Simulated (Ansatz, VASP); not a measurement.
# PbF2: VASP beside Ansatz

```
Pb F
1.0
     6.57787    0.00000    0.00000
     0.00000    3.95045    0.00000
     0.00000    0.00000    7.82978
Pb F
4 8
Direct
  0.74234 0.75000 0.09646
  0.25766 0.25000 0.90354
  0.75766 0.25000 0.59646
  0.24234 0.75000 0.40354
  0.14158 0.75000 0.07150
  0.85842 0.25000 0.92850
  0.35842 0.25000 0.57150
  0.64158 0.75000 0.42850
  0.51594 0.75000 0.85363
  0.48406 0.25000 0.14637
  0.98406 0.25000 0.35363
  0.01594 0.75000 0.64637
```

Alike in both runs: functional PBE; k mesh 4 × 6 × 4; occupations gaussian, width 0.05 eV; no spin polarisation.

Ansatz relaxed the structure, and its values are those at the end. VASP's run is a single point on that final structure, the one shown.

|  | VASP | Ansatz |
| --- | --- | --- |
| version | VASP 6.6.1 | Ansatz 0.2.0 |
| potentials or method | VASP PAW PBE potentials, release 64 (Pb_d, F), cutoff 600 eV | scalar-relativistic, plane waves, PAW |
| valence electrons in the cell | 112 | 112 |

```tsv
	VASP	Ansatz	Ansatz less VASP
gap on the k mesh at the Fermi level (eV)	4.42	4.43	+0.002
least direct gap on the mesh (eV)	4.59	4.59	+0.003
pressure (GPa)	-0.2	0.0	+0.24
rms of the force components (eV/Å)	0.007	0.000	-0.0068
```

Neither program's run includes spin-orbit coupling.
